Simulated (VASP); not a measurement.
# C in VASP: notebook, part 2 of 3

VASP 6.6.1. The steps go on from the part before.

## (3) Relaxation of cell and atoms, PBEsol

File INCAR:

```
ALGO = Normal
EDIFF = 1E-6
EDIFFG = -0.04
ENCUT = 600
GGA = PS
IBRION = 2
ISIF = 3
ISMEAR = 0
LASPH = T
LCHARG = F
LREAL = F
LWAVE = F
NELM = 100
NSW = 90
PREC = Accurate
SIGMA = 0.1
```

File KPOINTS:

```
k-points
0
Gamma
  8 8 8
```

File POSCAR:

```
C
1.0
   -2.1731842891      2.1731842891      1.1855121455
    2.1731842891     -2.1731842891      1.1855121455
    2.1731842891      2.1731842891     -1.1855121455
C
2
Direct
    0.0000000000      0.0000000000      0.0000000000
    0.7500000000      0.2500000000      0.5000000000
```

Potentials or basis: VASP PAW PBE potentials, release 64 (C).

Started as:

```bash
cat potpaw_PBE.64/C/POTCAR > POTCAR
mpirun -np 1 vasp_std > vasp.out
```

It took 2.1 min on 1 thread of Intel Xeon Platinum 8488C (Sapphire Rapids), shared host; peak memory 0.16 GiB.

It converged, with:

* Free energy: -19.1864 eV
* Relaxed volume: 5.58 Å³/atom
* Relaxed cell: a = 2.502 Å, b = 2.502 Å, c = 2.502 Å, α = 119.53°, β = 119.53°, γ = 90.81°
* Space group after relaxing (to 0.05 Å): I4_1/amd (No. 141)
* Energy gained by relaxing: 4544.4 meV/atom
* Ionic steps: 32
* Pressure after relaxing: -0.8 GPa
* Band gap on the k mesh: 3.64 eV, indirect (least direct gap 5.33 eV)

Stress tensor (GPa, compression positive):
```
-0.76  0.00  0.00
 0.00 -0.76  0.00
 0.00  0.00 -0.90
```

The path:
```csv
step,energy change (eV),largest force (eV/Å),pressure (GPa),volume (Å³)
1,0.0000,0.0000,-48.51,22.40
2,-3.3628,0.0000,-49.93,13.10
3,26.8035,0.0000,3224.22,3.62
4,-3.5999,0.0000,-40.47,12.34
5,-3.8539,0.0000,30.92,9.98
6,-3.8931,0.0000,-1.84,10.73
7,-3.8973,0.0000,4.98,10.55
8,-4.2720,0.0000,34.44,10.08
9,-5.3334,0.0000,240.22,8.18
10,32.2163,0.0000,3616.81,3.45
11,-4.5628,0.0000,434.44,7.20
12,-4.5743,0.0000,435.43,7.20
13,-4.6059,0.0000,438.49,7.19
14,-4.6561,0.0000,444.91,7.17
15,-4.7048,0.0000,459.18,7.12
16,-4.5638,0.0000,493.07,6.99
17,-4.6793,0.0000,474.32,7.06
18,-4.7702,0.0000,466.87,7.09
19,-5.0351,0.0000,444.96,7.18
20,-5.5312,0.0000,403.47,7.36
21,-6.3959,0.0000,329.13,7.72
22,-7.6703,0.0000,209.40,8.47
23,-8.7604,0.0000,53.16,10.09
24,-8.7896,0.0000,35.66,10.36
25,-8.7916,0.0000,31.30,10.44
26,-8.8593,0.0000,28.74,10.49
27,-9.0055,0.0000,21.66,10.65
28,-9.0630,0.0000,9.89,10.93
29,-9.0763,0.0000,12.81,10.85
30,-9.0765,0.0000,13.14,10.85
31,-9.0839,0.0000,8.16,10.95
32,-9.0888,0.0000,-0.81,11.15
```

Final structure:
```
C
1.0
    -1.25975    1.25975    1.75651
     1.25975   -1.25975    1.75651
     1.25975    1.25975   -1.75651
C
2
Direct
  0.00000 0.00000 0.00000
  0.75000 0.25000 0.50000
```

Levels at points of the mesh, in eV from the valence-band top:
| k point | band 1 | band 2 | band 3 | band 4 | band 5 | band 6 | band 7 | band 8 |
| --- | --- | --- | --- | --- | --- | --- | --- | --- |
| (0.00, 0.00, 0.00) | -21.97 | -0.29 | -0.29 | 0.00 | 5.33 | 5.43 | 5.43 | 18.97 |
| (0.50, 0.00, 0.00) | -16.04 | -13.88 | -3.21 | -2.94 | 8.17 | 8.21 | 8.96 | 15.44 |
| (0.50, 0.50, 0.00) | -13.19 | -13.19 | -6.57 | -6.57 | 4.53 | 4.53 | 16.91 | 16.91 |
| (0.50, 0.50, 0.50) | -12.96 | -12.96 | -6.81 | -6.81 | 4.21 | 4.21 | 16.89 | 16.89 |

Caveat: the volume moved by over 15 % at a fixed basis, so the end points are rough; the PAW data sets were made with another functional, which shifts forces and pressure a little. A k mesh can miss the band edges.

## (4) Single point, PBEsol

This run uses another cell than the first one: it holds 8 atoms, not 2.

File INCAR:

```
SYSTEM = C
  PREC = Accurate
  ENCUT = 520
  EDIFF = 1E-6
  ISMEAR = 0
  SIGMA = 0.02
  LREAL = .False.
  LASPH = .True.
  NELM = 60
  ALGO = Normal
  ISIF = 2
  LWAVE = .False.
  LCHARG = .True.
  GGA = PS
  LELF = .True.
  LVHAR = .True.
  NBANDS = 26
```

File KPOINTS:

```
regular mesh
0
Gamma
  8 8 8
  0 0 0
```

File POSCAR:

```
C
1.0
   -2.4536507744      2.4536507744      2.4818187835
    2.4536507744     -2.4536507744      2.4818187835
    2.4536507744      2.4536507744     -2.4818187835
C
8
Direct
    0.8386488402      0.1613511598      0.0000000000
    0.1613511598      0.1613511598      0.3227023196
    0.9113511598      0.4113511598      0.8227023196
    0.5886488402      0.4113511598      0.5000000000
    0.8386488402      0.8386488402      0.6772976804
    0.1613511598      0.8386488402      0.0000000000
    0.9113511598      0.0886488402      0.5000000000
    0.5886488402      0.0886488402      0.1772976804
```

Potentials or basis: VASP PAW PBE potentials, release 64 (C).

Started as:

```bash
cat potpaw_PBE.64/C/POTCAR > POTCAR
mpirun -np 1 vasp_std > vasp.out
```

OUTCAR:

```text
SYSTEM = C
   PREC = Accurate
   ENCUT = 520
   EDIFF = 1E-6
   ISMEAR = 0
   LREAL = .False.
   LASPH = .True.
   NELM = 60
   ISIF = 2
   GGA = PS

 ion  position               nearest neighbor table
   1  0.839  0.161  0.000-   3 1.52   8 1.52   5 1.58   2 1.58
   2  0.161  0.161  0.323-   4 1.52   7 1.52   6 1.58   1 1.58
   3  0.911  0.411  0.823-   1 1.52   6 1.52   4 1.58   7 1.58
   4  0.589  0.411  0.500-   2 1.52   5 1.52   3 1.58   8 1.58
   5  0.839  0.839  0.677-   4 1.52   7 1.52   6 1.58   1 1.58
   6  0.161  0.839  0.000-   3 1.52   8 1.52   5 1.58   2 1.58
   7  0.911  0.089  0.500-   2 1.52   5 1.52   3 1.58   8 1.58
   8  0.589  0.089  0.177-   1 1.52   6 1.52   4 1.58   7 1.58

  LATTYP: Found a body centered tetragonal cell.
 ALAT       =     4.9073015488
 C/A-ratio  =     1.0114800400

  Lattice vectors:

 A1 = (  -2.4536507744,   2.4536507744,   2.4818187835)
 A2 = (   2.4536507744,  -2.4536507744,   2.4818187835)
 A3 = (   2.4536507744,   2.4536507744,  -2.4818187835)

Analysis of symmetry for initial positions (statically):
=====================================================================
 Subroutine PRICEL returns:
 Original cell was already a primitive cell.

 Routine SETGRP: Setting up the symmetry group for a
 body centered tetragonal supercell.

 Subroutine GETGRP returns: Found 16 space group operations
 (whereof  8 operations were pure point group operations)
 out of a pool of 16 trial point group operations.

The static configuration has the point symmetry D_2d.
 The point group associated with its full space group is D_4h.

Analysis of symmetry for dynamics (positions and initial velocities):
=====================================================================
 Subroutine PRICEL returns:
 Original cell was already a primitive cell.

 Routine SETGRP: Setting up the symmetry group for a
 body centered tetragonal supercell.
[... 141 lines left out ...]
  Thomas-Fermi vector in A             =   2.458520
   LORBIT       =      0    0 simple, 1 ext, 2 COOP (PROOUT), +10 PAW based schemes
   GGA     = PS    functional components
   LHFCALC =     F    Hartree Fock is set to
   AEXX    =    0.0000 exact exchange contribution
   IVDW    =     0    specifies the selected vdW correction
   LEPSILON=     F    determine dielectric tensor
   LRPA    =     F    only Hartree local field effects (RPA)
 non-spin polarized calculation
 Gauss-broadening in eV      SIGMA  =   0.02
  energy-cutoff  :      520.00
  volume of cell :       59.77
 maximum number of plane-waves:      1646
   NGX = 15   NGY = 15   NGZ = 15

 number of electron      32.0000002 magnetization

 Free energy of the ion-electron system (eV)
  ---------------------------------------------------
  ext. energy  EPLUGINS =         0.00000000
  ---------------------------------------------------
  free energy    TOTEN  =       -70.71293561 eV

  energy without entropy =      -70.71293561  energy(sigma->0) =      -70.71293561

 E-fermi :   6.2574     XC(G=0): -11.4055

 val. band max:        6.0971905277   @ k =   0.0000   0.0000   0.0000
 cond. band min:       9.2430880774   @ k =  -0.2500   0.2500   0.0000
 fundamental gap:      3.1458975497
 Fermi energy:         6.2574050080

 k-point     1 :       0.0000    0.0000    0.0000
  band No.  band energies     occupation
      1     -14.4286      2.00000
      2      -8.0875      2.00000
      3      -8.0875      2.00000
      4      -7.0180      2.00000
      5      -5.4038      2.00000
      6      -5.1954      2.00000
[... 685 lines left out ...]
     25      16.6313      0.00000
     26      16.7160      0.00000

 [... further k-points ...]

------------------------ aborting loop because EDIFF is reached ----------------------------------------

  FORCE on cell =-STRESS in cart. coord.  units (eV):
  Direction    XX          YY          ZZ          XY          YZ          ZX
  --------------------------------------------------------------------------------------
  -------------------------------------------------------------------------------------
  Total        0.2961727      0.2961727      0.2411056      0.0000000      0.0000000      0.0000000
  in kB        7.9396261      7.9396261      6.4634182      0.0000000      0.0000000      0.0000000
  external PRESSURE =       7.4475568 kB  Pullay stress =       0.0000000 kB

 VOLUME and BASIS-vectors are now :
 -----------------------------------------------------------------------------
  energy-cutoff  :      520.00
  volume of cell :       59.77
      direct lattice vectors                 reciprocal lattice vectors
    -2.453650774  2.453650774  2.481818784     0.000000000  0.203777981  0.201465153
     2.453650774 -2.453650774  2.481818784     0.203777981  0.000000000  0.201465153
     2.453650774  2.453650774 -2.481818784     0.203777981  0.203777981  0.000000000

 POSITION                                       TOTAL-FORCE (eV/Angst)
 -----------------------------------------------------------------------------------
     -1.66185      1.66185      2.48182         0.021073     -0.021073     -0.000000
      0.79180      0.79180      0.00000         0.021073      0.021073      0.000000
      0.79180      3.24545      1.24091         0.021073      0.021073      0.000000
      0.79180      1.66185      1.24091         0.021073     -0.021073      0.000000
      1.66185      1.66185      2.48182        -0.021073     -0.021073     -0.000000
      1.66185     -1.66185      2.48182        -0.021073      0.021073     -0.000000
     -0.79180      3.24545      1.24091        -0.021073      0.021073     -0.000000
     -0.79180      1.66185      1.24091        -0.021073     -0.021073     -0.000000
 -----------------------------------------------------------------------------------
    total drift:                               -0.000000     -0.000000      0.000000

  FREE ENERGIE OF THE ION-ELECTRON SYSTEM (eV)
  ---------------------------------------------------
  free  energy   TOTEN  =       -70.7129356144 eV

  energy  without entropy=      -70.7129356144  energy(sigma->0) =      -70.71293561
```

OSZICAR:

```text
N       E                     dE             d eps       ncg     rms          rms(c)
DAV:   1     0.869502902031E+02    0.86950E+02   -0.16364E+04  3068   0.117E+03
DAV:   2    -0.670629158511E+02   -0.15401E+03   -0.14152E+03  4060   0.235E+02
DAV:   3    -0.740014194423E+02   -0.69385E+01   -0.68513E+01  4118   0.457E+01
DAV:   4    -0.740970532018E+02   -0.95634E-01   -0.95441E-01  3976   0.592E+00
DAV:   5    -0.740995682814E+02   -0.25151E-02   -0.25127E-02  4120   0.900E-01    0.110E+01
DAV:   6    -0.714990849823E+02    0.26005E+01   -0.20070E+00  3714   0.727E+00    0.635E+00
DAV:   7    -0.707001611312E+02    0.79892E+00   -0.19665E+00  3816   0.732E+00    0.164E+00
DAV:   8    -0.707113510162E+02   -0.11190E-01   -0.11095E-01  3722   0.191E+00    0.243E-01
DAV:   9    -0.707124092785E+02   -0.10583E-02   -0.88150E-03  3864   0.538E-01    0.115E-01
DAV:  10    -0.707128668846E+02   -0.45761E-03   -0.12742E-03  3912   0.197E-01    0.315E-02
DAV:  11    -0.707129346905E+02   -0.67806E-04   -0.73559E-05  3872   0.508E-02    0.204E-02
DAV:  12    -0.707129351948E+02   -0.50427E-06   -0.35111E-05  3454   0.312E-02    0.240E-03
DAV:  13    -0.707129356144E+02   -0.41957E-06   -0.13768E-06  3264   0.708E-03
   1 F= -.70712936E+02 E0= -.70712936E+02  d E =-.595280E-32
```

stdout:

```text
POSCAR found type information on POSCAR C
 POSCAR found :  1 types and       8 ions
 scaLAPACK will be used
 -----------------------------------------------------------------------------
|                                                                             |
|                                                                             |
|     You enforced a specific xc type in the INCAR file but a different       |
|     I HOPE YOU KNOW WHAT YOU ARE DOING!                                     |
|                                                                             |
 -----------------------------------------------------------------------------

 LDA part: xc-table for (Slater+PW92), standard interpolation
 POSCAR, INCAR and KPOINTS ok, starting setup
 FFT: planning ... GRIDC
 FFT: planning ... GRID_SOFT
 FFT: planning ... GRID
 WAVECAR not read
 entering main loop
```

Run time: 66 s. Hardware: 1 thread of Intel Xeon 6975P-C, shared host; peak memory 0.2 GiB.

Results:

```
Free energy            : -70.7129 eV
Pressure               : 0.7 GPa
Largest force          : 0.030 eV/Å
Band gap on the k mesh : 3.15 eV, indirect (least direct gap 3.41 eV)
```

Forces in eV/Å, atoms in the order of the input:
```
C    0.021 -0.021  0.000
C    0.021  0.021  0.000
C    0.021  0.021  0.000
C    0.021 -0.021  0.000
C   -0.021 -0.021  0.000
C   -0.021  0.021  0.000
C   -0.021  0.021  0.000
C   -0.021 -0.021  0.000
```

Caveat: the PAW data sets were made with another functional, which shifts forces and pressure a little. PBEsol gaps usually lie below the measured ones, often by a third to a half.

(Continued in part 3 of 3.)
